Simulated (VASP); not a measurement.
Input of a VASP 6.6.1 run:

Contents of POSCAR:

```
AlN
1.0
    0.0000000000      2.2015871003      2.2015871003
    2.2015871003      0.0000000000      2.2015871003
    2.2015871003      2.2015871003      0.0000000000
Al N
1 1
Direct
    0.0000000000      0.0000000000      0.0000000000
    0.7500000000      0.7500000000      0.7500000000
```

Contents of INCAR.step1:

```
PREC     = Accurate       # precision mode
ENCUT    = 520            # plane-wave cutoff, eV
EDIFF    = 1E-5           # SCF threshold, eV
ISMEAR   = 0              # smearing method
SIGMA    = 0.02           # smearing width, eV
LREAL    = F              # projectors in reciprocal space
LASPH    = T              # aspherical terms in the spheres
NELM     = 60             # most SCF steps
ALGO     = Normal         # electronic algorithm
ISIF     = 2              # what is computed and relaxed
LWAVE    = T              # write WAVECAR
LCHARG   = F              # write CHGCAR
NBANDS   = 11             # bands
GGA      = PE             # functional
```

INCAR.step2

```
PREC     = Accurate       # precision mode
ENCUT    = 520            # plane-wave cutoff, eV
EDIFF    = 1E-6           # SCF threshold, eV
ISMEAR   = 0              # smearing method
SIGMA    = 0.02           # smearing width, eV
LREAL    = F              # projectors in reciprocal space
LASPH    = T              # aspherical terms in the spheres
NELM     = 60             # most SCF steps
ALGO     = Normal         # electronic algorithm
ISIF     = 2              # what is computed and relaxed
LWAVE    = F              # write WAVECAR
LCHARG   = F              # write CHGCAR
GGA      = PE             # functional
LHFCALC  = T              # exact exchange
AEXX     = 0.25           # exact-exchange fraction
PRECFOCK = Normal       
NBANDS   = 11             # bands
ISTART   = 1
```

The input KPOINTS:

```
Automatic mesh
0
Gamma
  8 8 8
```

Potentials or basis: VASP PAW PBE potentials, release 64 (Al, N).

Run with:

```sh
$ cat potpaw_PBE.64/Al/POTCAR potpaw_PBE.64/N/POTCAR > POTCAR
$ cp INCAR.step1 INCAR
$ mpirun -np 1 vasp_std > vasp.out
$ cp INCAR.step2 INCAR
$ mpirun -np 1 vasp_std > vasp.out
```

Problem. What does it give for the pressure?

Solution. -5.4 GPa.

Problem. Estimate the band gap on the k mesh.

Solution. 5.27 eV (least direct gap 6.05 eV).

Caveat: the cell stands under tension; the PAW data sets were made with another functional, which shifts forces and pressure a little. A k mesh can miss the band edges.
